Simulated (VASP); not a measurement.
Wanted: the native input for a VASP 6.6.1 run.

```
Task                   : single point
Functional             : LDA
Potentials or basis    : VASP PAW LDA potentials, release 64 (Ba_sv)
Cutoff                 : 500 eV
k mesh                 : 10 × 10 × 5
Occupations            : fermi-dirac, width 0.1 eV
Spin                   : no spin polarisation
Dipole correction      : no
Further INCAR settings : ALGO = Normal; EDIFF = 1e-06; NBANDS = 17
```

The structure of Ba lies in POSCAR:

```
Ba
1.0
    4.1171716217      0.0000000000      0.0000000000
   -2.0585858109      3.5655752162      0.0000000000
    0.0000000000      0.0000000000      6.6742892153
Ba
2
Direct
    0.3333333333      0.6666666667      0.2500000000
    0.6666666667      0.3333333333      0.7500000000
```

This isn't the form of Ba at room conditions, which is bcc.

One way to write it, as run:

INCAR

```
PREC     = Accurate       # precision mode
ENCUT    = 500            # plane-wave cutoff, eV
EDIFF    = 1E-6           # SCF threshold, eV
ISMEAR   = -1             # smearing method
SIGMA    = 0.1            # smearing width, eV
LREAL    = F              # projectors in reciprocal space
LASPH    = T              # aspherical terms in the spheres
NELM     = 120            # most SCF steps
ALGO     = Normal         # electronic algorithm
ISIF     = 2              # what is computed and relaxed
LWAVE    = F              # write WAVECAR
LCHARG   = T              # write CHGCAR
GGA      = CA             # functional
LELF     = T              # ELF
LVHAR    = T            
NBANDS   = 17             # bands
GGA_COMPAT= F
```

KPOINTS

```
Automatic mesh
0
Gamma
  10 10 5
```

Potentials or basis: VASP PAW LDA potentials, release 64 (Ba_sv).

Launch:

```console
$ cat potpaw_LDA.64/Ba_sv/POTCAR > POTCAR
$ mpirun -np 1 vasp_std > vasp.out
```

Results of the run:

The pressure is 1.0 GPa and the band gap on the k mesh is zero (bands 10 and 11 overlap by 0.59 eV).

Caveat: spin-orbit coupling is left out, which moves the levels of the heavy elements.

Run time: 47 s on 1 thread of Intel(R) Xeon(R) 6975P-C (Granite Rapids) (shared host), peak memory 0.19 GiB.
